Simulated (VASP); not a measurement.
A run of VASP 6.6.1 is set up as follows.

The input POSCAR:

```
MgO
1.0
    0.0000000000      2.1351500000      2.1351500000
    2.1351500000      0.0000000000      2.1351500000
    2.1351500000      2.1351500000      0.0000000000
Mg O
1 1
Direct
    0.0000000000      0.0000000000      0.0000000000
    0.5000000000      0.5000000000      0.5248380716
```

Contents of INCAR.step1:

```
SYSTEM = MgO
PREC     = Accurate       ! precision mode
ENCUT    = 520            ! plane-wave cutoff, eV
ISMEAR   = 0              ! smearing method
SIGMA    = 0.05           ! smearing width, eV
LREAL    = .False.        ! projectors in reciprocal space
LASPH    = .True.         ! aspherical terms in the spheres
NELM     = 100            ! most SCF steps
NBANDS   = 11             ! bands
GGA      = PE             ! functional
ALGO     = Normal         ! electronic algorithm
EDIFF    = 1E-4           ! SCF threshold, eV
LWAVE    = .True.         ! write WAVECAR
LCHARG   = .False.        ! write CHGCAR
```

File INCAR.step2:

```
SYSTEM = MgO
PREC     = Accurate       ! precision mode
ENCUT    = 520            ! plane-wave cutoff, eV
EDIFF    = 1E-6           ! SCF threshold, eV
ISMEAR   = 0              ! smearing method
SIGMA    = 0.05           ! smearing width, eV
LREAL    = .False.        ! projectors in reciprocal space
LASPH    = .True.         ! aspherical terms in the spheres
NELM     = 100            ! most SCF steps
ALGO     = Normal         ! electronic algorithm
ISIF     = 2              ! what is computed and relaxed
LWAVE    = .False.        ! write WAVECAR
LCHARG   = .False.        ! write CHGCAR
METAGGA  = R2SCAN         ! meta-GGA
LMIXTAU  = .True.       
NBANDS   = 11             ! bands
ISTART   = 1
```

Contents of KPOINTS:

```
Automatic mesh
0
Gamma
  10 10 10
  0 0 0
```

Potentials or basis: VASP PAW PBE potentials, release 64 (Mg, O).

Command:

```bash
$ cat potpaw_PBE.64/Mg/POTCAR potpaw_PBE.64/O/POTCAR > POTCAR
$ cp INCAR.step1 INCAR
$ mpirun -np 1 vasp_std > vasp.out
$ cp INCAR.step2 INCAR
$ mpirun -np 1 vasp_std > vasp.out
```

**Question.** Predict the band gap on the k mesh.

**Answer.** 5.19 eV, direct.

**Question.** Estimate the largest force.

**Answer.** 0.340 eV/Å.

Forces on the atoms (eV/Å):
```
Mg   0.241  0.241  0.000
O   -0.241 -0.241  0.000
```

Caveat: the cell differs from its parent crystal (all O atoms moved +0.075 Å, as atom 2 along Cartesian [1 1 0]); the PAW data sets were made with another functional, which shifts forces and pressure a little.
